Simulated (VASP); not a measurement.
Crystal: Sc3BAu.

```
CELL_PARAMETERS angstrom
7.00425 0.00000 0.00000
-3.50212 6.06586 0.00000
0.00000 0.00000 5.88357
ATOMIC_POSITIONS crystal
Sc 0.83333 0.66667 0.75000
Sc 0.33333 0.16667 0.75000
Sc 0.83333 0.16667 0.75000
Sc 0.16667 0.33333 0.25000
Sc 0.66667 0.83333 0.25000
Sc 0.16667 0.83333 0.25000
B 0.00000 0.00000 0.00000
B 0.00000 0.00000 0.50000
Au 0.33333 0.66667 0.75000
Au 0.66667 0.33333 0.25000
```

| Property | Result |
| --- | --- |
| Program | VASP 6.6.1 |
| Task | relaxation of cell and atoms |
| Functional | PBE |
| Potentials or basis | VASP PAW PBE potentials, release 64 (Sc_sv, B, Au) |
| Cutoff | 600 eV |
| k mesh | 3 × 3 × 4 |
| Occupations | gaussian, width 0.1 eV |
| Spin | no spin polarisation |

At the start: pressure -12.6 GPa; volume 25.00 Å³/atom.

Q: Where does the relaxation end?

A: Over 23 steps the energy falls by 336.3 meV/atom and the volume is 18.58 Å³/atom (-25.7 %); space group P6_3/mmc (No. 194, to 0.1 Å) before and after.

Step by step:
| step | energy change (eV) | largest force (eV/Å) | pressure (GPa) | volume (Å³) |
| --- | --- | --- | --- | --- |
| 1 | 0.0000 | 0.8854 | -12.65 | 249.97 |
| 2 | -2.4281 | 1.7787 | 6.13 | 185.12 |
| 3 | -2.6915 | 0.9628 | -0.40 | 197.67 |
| 4 | -2.9653 | 0.5234 | -0.02 | 192.90 |
| 5 | -3.0790 | 0.0819 | 0.74 | 188.03 |
| 6 | -3.0838 | 0.0321 | 0.94 | 187.07 |
| 7 | -3.0856 | 0.0018 | 1.12 | 186.21 |
| 8 | -3.1066 | 0.0549 | -0.89 | 190.33 |
| 9 | -3.1069 | 0.0497 | -0.69 | 189.90 |
| 10 | -3.1371 | 0.1070 | -0.64 | 189.78 |
| 11 | -3.2351 | 0.6165 | -0.23 | 189.09 |
| 12 | -2.9949 | 0.9146 | 0.80 | 186.20 |
| 13 | -3.2423 | 0.7223 | -0.03 | 188.72 |
| 14 | -3.2477 | 0.7138 | -0.06 | 188.69 |
| 15 | -3.2569 | 0.6824 | -0.16 | 188.58 |
| 16 | -3.2577 | 0.6678 | -0.20 | 188.53 |
| 17 | -3.2687 | 0.6302 | -0.22 | 188.48 |
| 18 | -3.2977 | 0.5162 | -0.37 | 188.32 |
| 19 | -3.3391 | 0.2872 | -0.58 | 187.99 |
| 20 | -3.3538 | 0.1785 | -0.89 | 187.34 |
| 21 | -3.3591 | 0.0158 | -0.80 | 187.57 |
| 22 | -3.3625 | 0.0092 | -0.37 | 186.63 |
| 23 | -3.3634 | 0.0032 | -0.01 | 185.83 |

Final structure:
```yaml
crystal:
  lattice:
    - [6.81906, 0.00000, 0.00000]
    - [-3.40953, 5.90547, 0.00000]
    - [0.00000, 0.00000, 4.61474]
  atoms:
    - { symbol: Sc, position: [0.82318, 0.64637, 0.75000] }
    - { symbol: Sc, position: [0.35363, 0.17682, 0.75000] }
    - { symbol: Sc, position: [0.82318, 0.17682, 0.75000] }
    - { symbol: Sc, position: [0.17682, 0.35363, 0.25000] }
    - { symbol: Sc, position: [0.64637, 0.82318, 0.25000] }
    - { symbol: Sc, position: [0.17682, 0.82318, 0.25000] }
    - { symbol: B, position: [0.00000, 0.00000, 0.00000] }
    - { symbol: B, position: [0.00000, 0.00000, 0.50000] }
    - { symbol: Au, position: [0.33333, 0.66667, 0.75000] }
    - { symbol: Au, position: [0.66667, 0.33333, 0.25000] }
```

Caveat: the volume moved by over 15 % at a fixed basis, so the end points are rough.
